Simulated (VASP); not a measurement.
Runs of VASP 6.6.1 on SnSe2. The structure is that of space group P-3m1 (No. 164), or close to it. The cells are those of the table. 

```tsv
cell	gap on the mesh (eV)	pressure (GPa)	largest force (eV/Å)
a = 3.839, b = 3.839, c = 13.523 Å, angles 90.0, 90.0, 60.0°, 6 atoms	(a)	-0.3	0.08
a = 3.839, b = 3.839, c = 16.523 Å, angles 90.0, 90.0, 60.0°, 6 atoms	0.68	-0.1	0.04
a = 3.839, b = 3.839, c = 15.023 Å, angles 90.0, 90.0, 60.0°, 6 atoms	0.68	-0.1	0.04
a = 3.839, b = 3.839, c = 18.023 Å, angles 90.0, 90.0, 60.0°, 6 atoms	0.68	-	0.04
a = 3.839, b = 3.839, c = 13.023 Å, angles 90.0, 90.0, 60.0°, 6 atoms	0.66	-0.3	0.10
a = 3.839, b = 3.839, c = 14.023 Å, angles 90.0, 90.0, 60.0°, 6 atoms	0.68	-0.2	0.06
```

Alike in all rows: task single point; level PBE+D3(BJ); potentials or basis VASP PAW PBE potentials, release 64 (Sn_d, Se); no spin polarisation; k mesh 10 × 10 × 3; cutoff (eV) 520; smearing gaussian 0.03 eV.

Task: Estimate the missing entries.

Result: (a) 0.67.

Caveats: spin-orbit coupling is left out, which moves the levels of the heavy elements; an odd mesh through Γ misses points on the zone boundary, where band edges can lie (at least some runs).

A k mesh can miss the band edges, and the runs leave out spin-orbit coupling on Se, Sn.
